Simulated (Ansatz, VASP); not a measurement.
# Ni in VASP and in Ansatz

```
Ni
1.0
     0.00000    1.80750    1.80750
     1.80750    0.00000    1.80750
     3.61500    3.61500    0.00000
Ni
2
Direct
  0.00000 0.00000 0.00000
  0.00000 0.00000 0.50000
```

Alike in both runs: task single point; functional PBE; k mesh 14 × 14 × 7; occupations fermi-dirac, width 0.1 eV; collinear spin.

|  | VASP | Ansatz |
| --- | --- | --- |
| version | VASP 6.6.1 | Ansatz 0.2.0 |
| potentials or method | VASP PAW PBE potentials, release 64 (Ni), cutoff 520 eV | PAW, plane waves, scalar-relativistic |
| valence electrons in the cell | 20 | 36 |

```tsv
	VASP	Ansatz	Ansatz less VASP
pressure (GPa)	-13.5	-12.7	+0.75
net moment per atom (μB)	0.00	0.66	+0.659
size of the moment on the site where the two differ most (μB)	0.00	0.70	+0.701
```

The net moments are unlike, so the other rows may belong to different states. Site moments also hang on the region over which each program counts them. VASP's potentials hold 20 valence electrons a cell and Ansatz's 36, so a difference there can come from the potentials and not from the codes.
